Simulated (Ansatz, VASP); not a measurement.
# One calculation of P, two programs

INCAR

```
ALGO     = Normal         # electronic algorithm
EDIFF    = 1E-6           # SCF threshold, eV
ENCUT    = 520            # plane-wave cutoff, eV
ISIF     = 2              # what is computed and relaxed
ISMEAR   = -1             # smearing method
LASPH    = True           # aspherical terms in the spheres
LCHARG   = False          # write CHGCAR
LREAL    = False          # projectors in reciprocal space
LWAVE    = False          # write WAVECAR
NBANDS   = 8              # bands
NELM     = 100            # most SCF steps
PREC     = Accurate       # precision mode
SIGMA    = 0.1            # smearing width, eV
```

KPOINTS

```
k-points
0
Gamma
  17 17 17
```

POSCAR

```
P
1.0
    0.0000000000      1.4606113894      1.4606113894
    1.4606113894      0.0000000000      1.4606113894
    1.4606113894      1.4606113894      0.0000000000
P
1
Direct
    0.0000000000      0.0000000000      0.0000000000
```

Input for Ansatz:

```yaml
crystal:
  lattice:
    - [0.0, 1.4606113894, 1.4606113894]
    - [1.4606113894, 0.0, 1.4606113894]
    - [1.4606113894, 1.4606113894, 0.0]
  atoms:
    - { symbol: P, position: [0.0, 0.0, 0.0] }
kpoints:
  mp_grid: { grid: [17, 17, 17] }
  band_path:
    path:
      - [0.0, 0.0, 0.0]
      - [0.5, 0.0, 0.5]
      - [0.625, 0.25, 0.625]
      - [0.375, 0.375, 0.75]
      - [0.0, 0.0, 0.0]
      - [0.5, 0.5, 0.5]
      - [0.5, 0.25, 0.75]
      - [0.5, 0.0, 0.5]
    npoints: 8
scf:
  occupations: { method: fermi_dirac, width: 0.1 }
hamiltonian:
  xc: lda
  pseudopotentials: { kind: all_electron, lapw: { basis_error: 0.001 } }
output:
  forces: true
  stress: true
  eigenvalues: true
  populations: true
  dos: { projected: true, de: 0.2, e_range: [-14, 8] }
```

Change from the starting cell: volume scaled by 0.45, LAPW.

Alike in both runs: task single point; functional LDA; k mesh 17 × 17 × 17; occupations fermi-dirac, width 0.1 eV; no spin polarisation.

|  | VASP | Ansatz |
| --- | --- | --- |
| version | VASP 6.6.1 | Ansatz 0.2.0 |
| potentials or method | VASP PAW LDA potentials, release 64 (P), cutoff 520 eV | all-electron LAPW, scalar-relativistic |

Ansatz gave:

- pressure (GPa): 391.2

Q: What did VASP give for the same quantities?

A: Pressure (GPa): 383.0.

LDA's correlation is that of Perdew and Zunger in VASP and of Perdew and Wang (1992) in Ansatz. Both programs put the cell under a high pressure, so it lies far from rest at this level. Ansatz ran all-electron here, and VASP with PAW potentials.

Noted on VASP's run: the cell as given lies far from equilibrium.
